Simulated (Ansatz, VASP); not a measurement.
## One calculation of Na3Al, two programs

```
CELL_PARAMETERS angstrom
0.00000 3.90818 3.90818
3.90818 0.00000 3.90818
3.90818 3.90818 0.00000
ATOMIC_POSITIONS crystal
Al 0.00000 0.00000 0.00000
Na 0.50000 0.50000 0.50000
Na 0.75000 0.75000 0.75000
Na 0.25000 0.25000 0.25000
```

Alike in both runs: task single point; functional PBE; k mesh 6 × 6 × 6; occupations fermi-dirac, width 0.05 eV; no spin polarisation.

|  | VASP | Ansatz |
| --- | --- | --- |
| version | VASP 6.6.1 | Ansatz 0.2.0 |
| potentials or method | VASP PAW PBE potentials, release 64 (Al, Na_pv) | Ansatz PAW |
| plane-wave cutoff (eV) | 520 | 420 |
| valence electrons in the cell | 24 | 30 |

```tsv
	VASP	Ansatz	Ansatz less VASP
gap on the k mesh at the Fermi level (eV)	none	none	-
pressure (GPa)	-0.6	-0.6	0.00
```

A gap of «none» marks a metal or a gap that the smearing closes. VASP's potentials hold 24 valence electrons a cell and Ansatz's 30, so a difference there can come from the potentials and not from the codes.
